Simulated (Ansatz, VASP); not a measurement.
# Two plane-wave programs on CoO

```
CELL_PARAMETERS angstrom
-1.46666 1.46666 2.04949
1.46666 -1.46666 2.04949
1.46666 1.46666 -2.04949
ATOMIC_POSITIONS crystal
Co 0.00000 0.00000 0.00000
O 0.50000 0.50000 0.00000
```

Alike in both runs: task single point; functional PBE; k mesh 12 × 12 × 12; occupations gaussian, width 0.02 eV; no spin polarisation; Hubbard terms Co d U = 3.32 eV.

|  | VASP | Ansatz |
| --- | --- | --- |
| version | VASP 6.6.1 | Ansatz 0.2.0 |
| potentials or method | VASP PAW PBE potentials, release 64 (Co, O), cutoff 520 eV | scalar-relativistic, plane waves, PAW |
| valence electrons in the cell | 15 | 23 |

```csv
,VASP,Ansatz,Ansatz less VASP
gap on the k mesh at the Fermi level (eV),none,none,-
pressure (GPa),-5.5,-3.4,+2.12
"traceless stress, the component that is largest in VASP (GPa)",0.71,0.32,-0.387
```

The programs project onto different local orbitals, so the same U acts differently, and such runs can settle in different states. A gap of «none» marks a metal or a gap that the smearing closes. VASP's potentials hold 15 valence electrons a cell and Ansatz's 23, so a difference there can come from the potentials and not from the codes. Ansatz's warnings: filled band counts differ across k points.
